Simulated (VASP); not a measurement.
**SbPd6S: single point with LDA**

SbPd6S:

```
Sb Pd S
1.0
     2.26489    1.30764    7.25079
    -2.26489    1.30764    7.25079
     0.00000   -2.61527    7.25079
Sb Pd S
1 6 1
Direct
  0.50000 0.50000 0.50000
  0.62950 0.62950 0.62950
  0.11874 0.11874 0.11874
  0.88126 0.88126 0.88126
  0.37050 0.37050 0.37050
  0.24624 0.24624 0.24624
  0.75376 0.75376 0.75376
  0.00000 0.00000 0.00000
```

```yaml
Program: VASP 6.6.1
Task: single point
Functional: LDA
Potentials_or_basis: VASP PAW LDA potentials, release 64 (Sb, Pd, S)
Cutoff: 520 eV
k_mesh: 6 × 6 × 6
Occupations: fermi-dirac, width 0.1 eV
Spin: no spin polarisation
```

```json
{
  "Pressure": "-12.5 GPa",
  "Largest force": "0.191 eV/Å",
  "Band gap on the k mesh": "zero (an odd number of electrons rules out a gap without spin polarisation)"
}
```

Forces on the atoms (eV/Å):
```
Sb   0.000  0.000  0.000
Pd   0.000  0.000  0.012
Pd   0.000  0.000 -0.185
Pd   0.000  0.000  0.185
Pd   0.000  0.000 -0.012
Pd   0.000  0.000 -0.191
Pd   0.000  0.000  0.191
S    0.000  0.000  0.000
```

Stress tensor (GPa, compression positive):
```
-12.56   0.00   0.00
  0.00 -12.56   0.00
  0.00   0.00 -12.30
```

Levels at points of the mesh, in eV from the Fermi level:
```csv
k point,band 34,band 35,band 36,band 37,band 38,band 39
"(0.00, 0.00, 0.00)",-0.83,0.45,0.45,1.10,1.15,2.52
"(0.50, 0.00, 0.00)",-0.53,-0.44,-0.39,-0.15,0.76,2.20
"(0.50, 0.50, 0.00)",-0.77,-0.73,-0.58,0.72,1.47,1.54
"(0.50, 0.50, 0.50)",0.38,0.49,0.49,1.11,1.59,2.50
```

It took 4.7 min on 1 thread of Intel(R) Xeon(R) Platinum 8375C CPU @ 2.90GHz (Ice Lake), on a shared host, peak memory 0.46 GiB.

Caveat: the cell stands under tension; spin-orbit coupling is left out, which moves the levels of the heavy elements.
